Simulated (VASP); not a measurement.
NbH2, 3 atoms in the cell. The structure is cubic, space group Fm-3m (No. 225). Conventional cell: a = 4.578 Å, b = 4.578 Å, c = 4.578 Å, α = 90.00°, β = 90.00°, γ = 90.00°. Nb (site symmetry m-3m) has 8 H at 1.98 Å within 2.6 Å. Within 2.6 Å of H (site symmetry -43m) lie 4 Nb at 1.98 Å and 6 H at 2.29 Å.  This cell differs from its parent crystal: volume scaled by 1.01.

* Program: VASP 6.6.1
* Task: single point
* Functional: LDA
* Potentials or basis: VASP PAW LDA potentials, release 64 (Nb_sv, H)
* Cutoff: 520 eV
* k mesh: 15 × 15 × 15
* Occupations: fermi-dirac, width 0.03 eV
* Spin: no spin polarisation
* Dipole correction: no
* Further INCAR settings: ALGO = Normal; EDIFF = 1e-07; NBANDS = 14

Potentials or basis: VASP PAW LDA potentials, release 64 (Nb_sv, H).

Run with:

```bash
$ cat potpaw_LDA.64/Nb_sv/POTCAR potpaw_LDA.64/H/POTCAR > POTCAR
$ mpirun -np 1 vasp_std > vasp.out
```

Hardware: 1 thread of Intel(R) Xeon(R) Platinum 8488C (Sapphire Rapids), on a shared host.

Q: How long does it take, and how much memory?

A: Wall time 16 s on 1 thread of Intel(R) Xeon(R) Platinum 8488C (Sapphire Rapids), with other jobs on the host, peak memory 0.15 GiB. Counts: scf iterations 13, k points 120.
